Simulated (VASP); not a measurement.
# GaP (I-4m2) in VASP: a series of runs

GaP is run at these levels: PBE, r2SCAN; tasks: single point.

Program: VASP 6.6.1. These are calculated values, not measurements. Logs are shortened: lines on timing, memory, paths and dates and some standing lists are left out, and cuts for length are marked.

**1. The cell of the first run**

It takes space group I-4m2 (No. 119, tetragonal). The conventional cell has a = 3.733 Å, b = 3.733 Å, c = 5.596 Å, α = 90.00°, β = 90.00°, γ = 90.00°. Ga (site symmetry -4m2) has 4 P at 2.33 Å within 3.1 Å. P (site symmetry -4m2) has 4 Ga at 2.33 Å within 3.1 Å.

**2. Single point, PBE (epitaxial xy strain -3.2%)**

INCAR reads:

```
PREC = Accurate ; ENCUT = 520
EDIFF = 1E-6 ; ISMEAR = -1
SIGMA = 0.02 ; LREAL = F
LASPH = T ; NELM = 60
ALGO = Normal ; ISIF = 2
LWAVE = F ; LCHARG = F
GGA = PE ; NBANDS = 16
```

KPOINTS reads:

```
Automatic mesh
0
Gamma
  8 8 8
```

POSCAR reads:

```
GaP
1.0
    0.0000000000      2.6392766770      2.7979652339
    2.6392766770      0.0000000000      2.7979652339
    2.6392766770      2.6392766770      0.0000000000
Ga P
1 1
Direct
    0.0000000000      0.0000000000      0.0000000000
    0.2500000000      0.2500000000      0.2500000000
```

Potentials or basis: VASP PAW PBE potentials, release 64 (Ga_d, P).

The run is started by

```console
> cat potpaw_PBE.64/Ga_d/POTCAR potpaw_PBE.64/P/POTCAR > POTCAR
> mpirun -np 1 vasp_std > vasp.out
```

OUTCAR:

```text
PREC = Accurate
   ENCUT = 520
   EDIFF = 1E-6
   ISMEAR = -1
   LREAL = F
   LASPH = T
   NELM = 60
   ISIF = 2
   GGA = PE

 ion  position               nearest neighbor table
   1  0.000  0.000  0.000-   2 2.33   2 2.33   2 2.33   2 2.33
   2  0.250  0.250  0.250-   1 2.33   1 2.33   1 2.33   1 2.33

  LATTYP: Found a body centered tetragonal cell.
 ALAT       =     3.7325008715
 C/A-ratio  =     1.4992442495

  Lattice vectors:

 A1 = (  -2.6392766770,   0.0000000000,   2.7979652339)
 A2 = (   2.6392766770,   0.0000000000,   2.7979652339)
 A3 = (   0.0000000000,   2.6392766770,  -2.7979652339)

Analysis of symmetry for initial positions (statically):
=====================================================================
 Subroutine PRICEL returns:
 Original cell was already a primitive cell.

 Routine SETGRP: Setting up the symmetry group for a
 body centered tetragonal supercell.

 Subroutine GETGRP returns: Found  8 space group operations
 (whereof  8 operations were pure point group operations)
 out of a pool of 16 trial point group operations.

The static configuration has the point symmetry D_2d.

Analysis of symmetry for dynamics (positions and initial velocities):
=====================================================================
 Subroutine PRICEL returns:
 Original cell was already a primitive cell.

 Routine SETGRP: Setting up the symmetry group for a
 body centered tetragonal supercell.

 Subroutine GETGRP returns: Found  8 space group operations
 (whereof  8 operations were pure point group operations)
 out of a pool of 16 trial point group operations.

The dynamic configuration has the point symmetry D_2d.

 Subroutine INISYM returns: Found  8 space group operations
 (whereof  8 operations are pure point group operations),
 and found     1 'primitive' translations

----------------------------------------------------------------------------------------

                                     Primitive cell

  volume of cell :      38.9800

  direct lattice vectors                    reciprocal lattice vectors
     0.000000000  2.639276677  2.797965234    -0.189445845  0.189445845  0.178701291
     2.639276677  0.000000000  2.797965234     0.189445845 -0.189445845  0.178701291
     2.639276677  2.639276677  0.000000000     0.189445845  0.189445845 -0.178701291

  length of vectors
     3.846347726  3.846347726  3.732500871     0.322045972  0.322045972  0.322045972

  position of ions in fractional coordinates (direct lattice)
     0.000000000  0.000000000  0.000000000
     0.250000000  0.250000000  0.250000000

  ion indices of the primitive-cell ions
   primitive index   ion index
                 1           1
                 2           2

----------------------------------------------------------------------------------------

 KPOINTS: Automatic mesh

Automatic generation of k-mesh.
 Grid dimensions read from file:
 generate k-points for:    8    8    8

 Generating k-lattice:

  Cartesian coordinates                     Fractional coordinates (reciprocal lattice)
    -0.023680731  0.023680731  0.022337661     0.125000000 -0.000000000  0.000000000
     0.023680731 -0.023680731  0.022337661    -0.000000000  0.125000000  0.000000000
     0.023680731  0.023680731 -0.022337661     0.000000000  0.000000000  0.125000000

  Length of vectors
     0.040255746  0.040255746  0.040255746

  Shift w.r.t. Gamma in fractional coordinates (k-lattice)
     0.000000000  0.000000000  0.000000000

 Subroutine IBZKPT returns following result:
 ===========================================

 Found     59 irreducible k-points:

 Following reciprocal coordinates:
            Coordinates               Weight
  0.000000  0.000000  0.000000      1.000000
  0.125000  0.000000  0.000000      8.000000
  0.250000  0.000000  0.000000      8.000000
  0.375000 -0.000000  0.000000      8.000000
  0.500000  0.000000  0.000000      4.000000
  0.125000  0.125000  0.000000      2.000000
[... 16 lines left out ...]
  0.250000  0.000000  0.125000     16.000000
  0.375000 -0.000000  0.125000     16.000000
 [... further k-points ...]
   k-points           NKPTS =     59   k-points in BZ     NKDIM =     59   number of bands    NBANDS=     16
   number of dos      NEDOS =    301   number of ions     NIONS =      2
   total plane-waves  NPLWV =  25200
   dimension x,y,z NGX =    30 NGY =   30 NGZ =   28
   dimension x,y,z NGXF=    60 NGYF=   60 NGZF=   56
   ions per type =               1   1
   NGX,Y,Z   is equivalent  to a cutoff of  12.97, 12.97, 12.47 a.u.
   NGXF,Y,Z  is equivalent  to a cutoff of  25.93, 25.93, 24.94 a.u.
 SYSTEM =  unknown system
   PREC   = accura    normal or accurate (medium, high low for compatibility)
   ISTART =      0    job   : 0-new  1-cont  2-samecut
   ICHARG =      2    charge: 1-file 2-atom 10-const
   ISPIN  =      1    spin polarized calculation?
   LNONCOLLINEAR =      F non collinear calculations
   LSORBIT =      F    spin-orbit coupling
   LASPH  =      T    aspherical Exc in radial PAW
   ENCUT  =  520.0 eV  38.22 Ry    6.18 a.u.   7.15  7.15  6.94*2*pi/ulx,y,z
   NELM   =     60;   NELMIN=  2; NELMDL= -5     # of ELM steps
   EDIFF  = 0.1E-05   stopping-criterion for ELM
   LREAL  =      F    real-space projection
   EDIFFG = 0.1E-04   stopping-criterion for IOM
   NSW    =      0    number of steps for IOM
   IBRION =     -1    ionic relax: 0-MD 1-quasi-New 2-CG
   NFREE  =      0    steps in history (QN), initial steepest desc. (CG)
   ISIF   =      2    stress and relaxation
   ISYM   =      2    0-nonsym 1-usesym 2-fastsym
   POTIM  = 0.5000    time-step for ionic-motion
   TEBEG  =    0.0;   TEEND  =   0.0 temperature during run
   PSTRESS=    0.0 pullay stress
   NELECT =      18.0000    total number of electrons
   NUPDOWN=      -1.0000    fix difference up-down
   EMIN   =  10.00;   EMAX   =-10.00  energy-range for DOS
   EFERMI =   0.00;   METHOD = LEGACY
   ISMEAR =    -1;   SIGMA  =   0.02  broadening in eV -4-tet -1-fermi 0-gaus
   EFERMI_NEDOS =   21; number of points for ismear=-14 and -15
   IALGO  =     38    algorithm
   IMIX   =      4    mixing-type and parameters
     AMIX     =   0.40;   BMIX     =  1.00
     AMIX_MAG =   1.60;   BMIX_MAG =  1.00
  volume/ion in A,a.u.               =      19.49       131.53
  Fermi-wavevector in a.u.,A,eV,Ry     =   1.265372  2.391207 21.785196  1.601167
  Thomas-Fermi vector in A             =   2.398629
   LORBIT       =      0    0 simple, 1 ext, 2 COOP (PROOUT), +10 PAW based schemes
   GGA     = PE    functional components
   LHFCALC =     F    Hartree Fock is set to
   AEXX    =    0.0000 exact exchange contribution
   IVDW    =     0    specifies the selected vdW correction
   LEPSILON=     F    determine dielectric tensor
   LRPA    =     F    only Hartree local field effects (RPA)
 non-spin polarized calculation
  energy-cutoff  :      520.00
  volume of cell :       38.98
 maximum number of plane-waves:      1070
 NGX is ok and might be reduce to    30
   NGX = 15   NGY = 15   NGZ = 13

 number of electron      17.9999997 magnetization

 Free energy of the ion-electron system (eV)
  ---------------------------------------------------
  ext. energy  EPLUGINS =         0.00000000
  ---------------------------------------------------
  free energy    TOTEN  =        -9.05468897 eV

  energy without entropy =       -9.05468897  energy(sigma->0) =       -9.05468897

 E-fermi :   5.5568     XC(G=0): -10.0101

 val. band max:        5.1698521335   @ k =   0.0000   0.0000   0.0000
 cond. band min:       6.4575241735   @ k =   0.3750   0.0000   0.3750
 fundamental gap:      1.2876720401
 Fermi energy:         5.5568093152

 k-point     1 :       0.0000    0.0000    0.0000
  band No.  band energies     occupation
      1      -9.5886      2.00000
      2      -9.5696      2.00000
      3      -9.5696      2.00000
      4      -9.4690      2.00000
      5      -9.4630      2.00000
      6      -7.7285      2.00000
[... 8 lines left out ...]
     15      14.3806      0.00000
     16      15.4419      0.00000

 k-point     2 :       0.1250    0.0000    0.0000
  band No.  band energies     occupation
      1      -9.5956      2.00000
      2      -9.5738      2.00000
      3      -9.5645      2.00000
      4      -9.4697      2.00000
      5      -9.4622      2.00000
      6      -7.5154      2.00000
[... 8 lines left out ...]
     15      14.6707      0.00000
     16      14.9735      0.00000

 k-point     3 :       0.2500    0.0000    0.0000
  band No.  band energies     occupation
      1      -9.6281      2.00000
      2      -9.5652      2.00000
      3      -9.5536      2.00000
      4      -9.4701      2.00000
      5      -9.4584      2.00000
      6      -6.9117      2.00000
[... 8 lines left out ...]
     15      14.2303      0.00000
     16      15.2164      0.00000

 k-point     4 :       0.3750   -0.0000    0.0000
  band No.  band energies     occupation
      1      -9.6588      2.00000
      2      -9.5569      2.00000
      3      -9.5452      2.00000
      4      -9.4678      2.00000
      5      -9.4517      2.00000
      6      -6.0636      2.00000
[... 8 lines left out ...]
     15      15.2125      0.00000
     16      15.6977      0.00000

 k-point     5 :       0.5000    0.0000    0.0000
  band No.  band energies     occupation
      1      -9.6707      2.00000
      2      -9.5543      2.00000
      3      -9.5427      2.00000
      4      -9.4659      2.00000
      5      -9.4480      2.00000
      6      -5.5336      2.00000
[... 8 lines left out ...]
     15      16.6190      0.00000
     16      17.0383      0.00000

 k-point     6 :       0.1250    0.1250    0.0000
  band No.  band energies     occupation
      1      -9.6128      2.00000
      2      -9.5599      2.00000
      3      -9.5599      2.00000
      4      -9.4661      2.00000
      5      -9.4657      2.00000
      6      -7.4649      2.00000
[... 8 lines left out ...]
     15      15.1777      0.00000
     16      15.6640      0.00000

 k-point     7 :       0.2500    0.1250    0.0000
  band No.  band energies     occupation
      1      -9.6358      2.00000
      2      -9.5541      2.00000
      3      -9.5485      2.00000
      4      -9.4673      2.00000
      5      -9.4640      2.00000
      6      -7.0080      2.00000
[... 8 lines left out ...]
     15      15.4320      0.00000
     16      16.3738      0.00000

 k-point     8 :       0.3750    0.1250    0.0000
  band No.  band energies     occupation
      1      -9.6587      2.00000
      2      -9.5513      2.00000
      3      -9.5390      2.00000
      4      -9.4631      2.00000
      5      -9.4628      2.00000
      6      -6.2321      2.00000
[... 8 lines left out ...]
     15      15.9651      0.00000
     16      16.0135      0.00000

 k-point     9 :       0.5000    0.1250    0.0000
  band No.  band energies     occupation
      1      -9.6720      2.00000
      2      -9.5504      2.00000
      3      -9.5358      2.00000
      4      -9.4644      2.00000
      5      -9.4554      2.00000
      6      -5.4809      2.00000
[... 8 lines left out ...]
     15      16.6854      0.00000
     16      16.9682      0.00000
[... 172 lines left out ...]
 k-point    19 :       0.5000    0.3750    0.0000
  band No.  band energies     occupation
      1      -9.7003      2.00000
      2      -9.5122      2.00000
      3      -9.5059      2.00000
      4      -9.4878      2.00000
      5      -9.4530      2.00000
      6      -4.9777      2.00000
[... 8 lines left out ...]
     15      17.2635      0.00000
     16      18.3818      0.00000

 k-point    20 :      -0.3750    0.3750    0.0000
  band No.  band energies     occupation
      1      -9.6915      2.00000
      2      -9.5262      2.00000
      3      -9.5100      2.00000
      4      -9.4770      2.00000
      5      -9.4604      2.00000
      6      -4.7136      2.00000
[... 8 lines left out ...]
     15      15.6700      0.00000
     16      19.6952      0.00000

 k-point    21 :       0.5000    0.5000    0.0000
  band No.  band energies     occupation
      1      -9.7088      2.00000
      2      -9.5008      2.00000
      3      -9.5008      2.00000
      4      -9.4954      2.00000
      5      -9.4494      2.00000
      6      -4.7753      2.00000
[... 8 lines left out ...]
     15      17.7262      0.00000
     16      18.1907      0.00000

 k-point    22 :       0.1250    0.0000    0.1250
  band No.  band energies     occupation
      1      -9.5972      2.00000
      2      -9.5767      2.00000
      3      -9.5605      2.00000
      4      -9.4738      2.00000
      5      -9.4596      2.00000
      6      -7.4350      2.00000
[... 8 lines left out ...]
     15      14.7276      0.00000
     16      15.4706      0.00000

 k-point    23 :       0.2500    0.0000    0.1250
  band No.  band energies     occupation
      1      -9.6272      2.00000
      2      -9.5630      2.00000
      3      -9.5508      2.00000
      4      -9.4782      2.00000
      5      -9.4551      2.00000
      6      -6.9526      2.00000
[... 8 lines left out ...]
     15      14.8732      0.00000
     16      16.4549      0.00000

 k-point    24 :       0.3750   -0.0000    0.1250
  band No.  band energies     occupation
      1      -9.6562      2.00000
      2      -9.5521      2.00000
      3      -9.5426      2.00000
      4      -9.4777      2.00000
      5      -9.4500      2.00000
      6      -6.1641      2.00000
[... 8 lines left out ...]
     15      15.7688      0.00000
     16      16.4532      0.00000

 [... further k-points ...]
[... 5 lines left out ...]
  --------------------------------------------------------------------------------------
  -------------------------------------------------------------------------------------
  Total        1.8289204      1.8289204      0.6607759      0.0000000      0.0000000      0.0000000
  in kB       75.1732338     75.1732338     27.1595529      0.0000000      0.0000000      0.0000000
  external PRESSURE =      59.1686735 kB  Pullay stress =       0.0000000 kB

 VOLUME and BASIS-vectors are now :
 -----------------------------------------------------------------------------
  energy-cutoff  :      520.00
  volume of cell :       38.98
      direct lattice vectors                 reciprocal lattice vectors
     0.000000000  2.639276677  2.797965234    -0.189445845  0.189445845  0.178701291
     2.639276677  0.000000000  2.797965234     0.189445845 -0.189445845  0.178701291
     2.639276677  2.639276677  0.000000000     0.189445845  0.189445845 -0.178701291

 POSITION                                       TOTAL-FORCE (eV/Angst)
 -----------------------------------------------------------------------------------
      0.00000      0.00000      0.00000        -0.000000     -0.000000     -0.000000
      1.31964      1.31964      1.39898         0.000000      0.000000      0.000000
 -----------------------------------------------------------------------------------
    total drift:                               -0.000000     -0.000000     -0.000002

  FREE ENERGIE OF THE ION-ELECTRON SYSTEM (eV)
  ---------------------------------------------------
  free  energy   TOTEN  =        -9.0546889660 eV

  energy  without entropy=       -9.0546889660  energy(sigma->0) =       -9.05468897
```

Wall time 49 s (1 thread of AMD EPYC 7R13 (Zen 3), shared host); peak memory 0.15 GiB.

What came out:

```yaml
Free_energy: -9.0547 eV
Pressure: 5.9 GPa
Band_gap_on_the_k_mesh: 1.29 eV, indirect (least direct gap 1.99 eV)
```

Levels at points of the mesh, in eV from the valence-band top:
```
           k point  band 7  band 8  band 9  band 10  band 11  band 12
(0.00, 0.00, 0.00)   -0.37    0.00    0.00     1.99     3.74     3.74
(0.50, 0.00, 0.00)   -6.97   -1.55   -1.03     1.58     4.46     4.83
(0.50, 0.50, 0.00)   -7.32   -2.65   -2.65     1.75     2.04    10.78
(0.50, 0.00, 0.50)   -6.91   -3.08   -3.04     1.32     1.48    10.46
```

Caveat: the cell differs from its parent crystal (epitaxial xy strain -3.2%).

**3. Single point, r2SCAN (epitaxial xy strain -3.2%)**

POSCAR is that of step 2.

INCAR.step1 reads:

```
ALGO = Normal ; EDIFF = 1E-4
ENCUT = 520 ; GGA = PE
ISMEAR = 0 ; LASPH = T
LCHARG = F ; LREAL = F
LWAVE = T ; NBANDS = 16
NELM = 100 ; PREC = Accurate
SIGMA = 0.01
```

INCAR.step2 reads:

```
ALGO = Normal ; EDIFF = 1E-6
ENCUT = 520 ; ISIF = 2
ISMEAR = 0 ; ISTART = 1
LASPH = T ; LCHARG = F
LMIXTAU = T ; LREAL = F
LWAVE = F ; METAGGA = R2SCAN
NBANDS = 16 ; NELM = 100
PREC = Accurate ; SIGMA = 0.01
```

KPOINTS reads:

```
k-points
0
Gamma
  8 8 8
```

Potentials or basis: VASP PAW PBE potentials, release 64 (Ga_d, P).

The run is started by

```console
> cat potpaw_PBE.64/Ga_d/POTCAR potpaw_PBE.64/P/POTCAR > POTCAR
> cp INCAR.step1 INCAR
> mpirun -np 1 vasp_std > vasp.out
> cp INCAR.step2 INCAR
> mpirun -np 1 vasp_std > vasp.out
```

Wall time 2.7 min (1 thread of AMD EPYC 7R13 (Zen 3), shared host); peak memory 0.16 GiB.

Results (log left out):

```yaml
Free_energy: -21.4221 eV
Pressure: 3.5 GPa
Band_gap_on_the_k_mesh: 1.53 eV, indirect (least direct gap 2.52 eV)
```

Stress tensor (GPa, compression positive):
```
 5.33  0.00  0.00
 0.00  5.33  0.00
 0.00  0.00 -0.06
```

Levels at points of the mesh, in eV from the valence-band top:
```csv
k point,band 7,band 8,band 9,band 10,band 11,band 12
"(0.00, 0.00, 0.00)",-0.39,0.00,0.00,2.52,4.02,4.02
"(0.50, 0.00, 0.00)",-7.20,-1.63,-1.08,1.94,4.79,5.16
"(0.50, 0.50, 0.00)",-7.55,-2.76,-2.76,2.02,2.34,11.54
"(0.50, 0.00, 0.50)",-7.13,-3.22,-3.18,1.56,1.74,11.16
```

Caveat: the cell differs from its parent crystal (epitaxial xy strain -3.2%); the PAW data sets were made with another functional, which shifts forces and pressure a little.
